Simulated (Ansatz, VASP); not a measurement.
## HfB2: VASP beside Ansatz

```
Hf B
1.0
     3.07720    0.00000    0.00000
    -1.53860    2.66493    0.00000
     0.00000    0.00000    3.48000
Hf B
1 2
Direct
  0.00000 0.00000 0.00000
  0.33333 0.66667 0.50000
  0.66667 0.33333 0.50000
```

Change from the starting cell: equal xx and yy strain of -2 %, PAW files.

Alike in both runs: task electric field gradients; functional PBE; k mesh 13 × 13 × 11; occupations fermi-dirac, width 0.05 eV; no spin polarisation.

```csv
,VASP,Ansatz
version,VASP 6.6.1,Ansatz 0.2.0
potentials or method,"VASP PAW PBE potentials, release 64 (Hf_pv, B)","PAW with Ansatz's default frozen-core files, scalar-relativistic"
plane-wave cutoff (eV),420,420
valence electrons in the cell,16,32
```

```tsv
	VASP	Ansatz	Ansatz less VASP
size of Vzz on the site where it differs most (V/Å²)	82.5	113.5	+31.02
```

With one functional, cell and mesh, what is left measures potentials, basis and numerics. VASP's potentials hold 16 valence electrons a cell and Ansatz's 32, so a difference there can come from the potentials and not from the codes.

Spin-orbit coupling is off throughout.
